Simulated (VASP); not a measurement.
A run of VASP 6.6.1:

The input INCAR:

```
SYSTEM = Ta
  PREC = Accurate
  ENCUT = 520
  EDIFF = 1E-7
  ISMEAR = -1
  SIGMA = 0.15
  LREAL = .FALSE.
  LASPH = .TRUE.
  NELM = 60
  ALGO = Normal
  ISIF = 2
  LWAVE = .FALSE.
  LCHARG = .FALSE.
  GGA = PE
  NBANDS = 12
```

The input KPOINTS:

```
regular mesh
0
G
  20 20 20
  0 0 0
```

Contents of POSCAR:

```
Ta
1.0
   -1.6497664491      1.6497664491      1.6497664491
    1.6497664491     -1.6497664491      1.6497664491
    1.6497664491      1.6497664491     -1.6497664491
Ta
1
Direct
    0.0000000000      0.0000000000      0.0000000000
```

Potentials or basis: VASP PAW PBE potentials, release 64 (Ta_pv).

Command:

```sh
$ cat potpaw_PBE.64/Ta_pv/POTCAR > POTCAR
$ mpirun -np 1 vasp_std > vasp.out
```

Hardware: 1 thread of Intel Xeon 8259CL, on a shared host.

How long does it take, and how much memory?

Run time: 50 s on 1 thread of Intel Xeon 8259CL (shared host), peak memory 0.18 GiB. Counts: scf iterations 11, k points 256.
